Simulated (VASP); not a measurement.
A run of VASP 6.6.1 is set up as follows.

File INCAR:

```
PREC     = Accurate       # precision mode
ENCUT    = 520            # plane-wave cutoff, eV
EDIFF    = 1E-6           # SCF threshold, eV
ISMEAR   = 0              # smearing method
SIGMA    = 0.05           # smearing width, eV
LREAL    = F              # projectors in reciprocal space
LASPH    = T              # aspherical terms in the spheres
NELM     = 80             # most SCF steps
ALGO     = Normal         # electronic algorithm
ISIF     = 2              # what is computed and relaxed
LWAVE    = F              # write WAVECAR
LCHARG   = T              # write CHGCAR
GGA      = PE             # functional
LELF     = T              # ELF
LVHAR    = T            
NBANDS   = 16             # bands
```

The input KPOINTS:

```
regular mesh
0
Gamma
  12 12 6
```

Contents of POSCAR:

```
BN
1.0
    2.5539396017      0.0000000000      0.0000000000
   -1.2769698009      2.2117765748      0.0000000000
    0.0000000000      0.0000000000      4.2268550000
B N
2 2
Direct
    0.6666666667      0.3333333333      0.9997240000
    0.3333333333      0.6666666667      0.4997240000
    0.6229947227      0.3013632515      0.6725925036
    0.3333333333      0.6666666667      0.1252760000
```

Potentials or basis: VASP PAW PBE potentials, release 64 (B, N).

Run with:

```sh
$ cat potpaw_PBE.64/B/POTCAR potpaw_PBE.64/N/POTCAR > POTCAR
$ mpirun -np 1 vasp_std > vasp.out
```

(1) What does it give for the band gap on the k mesh?

(2) Predict the largest force.

## Answers

(1) 3.14 eV, indirect (least direct gap 7.01 eV).

(2) 9.384 eV/Å.

Caveat: the cell differs from its parent crystal (atom 3 (N) moved by (-0.100, +0.200) A along [1 1 0] and z); forces of over 1 eV/Å act on the atoms, so gaps and moduli don't describe the material at rest.
